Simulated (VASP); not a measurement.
A run of VASP 6.6.1 is set up as follows.

Contents of INCAR:

```
ALGO = Normal
EDIFF = 1E-7
ENCUT = 520
GGA = PS
ISIF = 2
ISMEAR = 0
LASPH = T
LCHARG = F
LREAL = F
LWAVE = F
NBANDS = 17
NELM = 100
PREC = Accurate
SIGMA = 0.01
```

The input KPOINTS:

```
k-points
0
Gamma
  8 8 8
```

POSCAR

```
SnTe
1.0
    0.0000000000      3.6111460000      3.6111460000
    3.6111460000      0.0000000000      3.6111460000
    3.6111460000      3.6111460000      0.0000000000
Sn Te
1 1
Direct
    0.0000000000      0.0000000000      0.0000000000
    0.7500000000      0.7500000000      0.7500000000
```

Potentials or basis: VASP PAW PBE potentials, release 64 (Sn_d, Te).

Command:

```bash
$ cat potpaw_PBE.64/Sn_d/POTCAR potpaw_PBE.64/Te/POTCAR > POTCAR
$ mpirun -np 1 vasp_std > vasp.out
```

Problem. What does it give for the band gap on the k mesh?

Solution. 0.03 eV, indirect (least direct gap 0.76 eV).

Problem. What does it give for the pressure?

Solution. -1.4 GPa.

Caveat: the PAW data sets were made with another functional, which shifts forces and pressure a little; spin-orbit coupling is left out, which moves the levels of the heavy elements. A k mesh can miss the band edges.
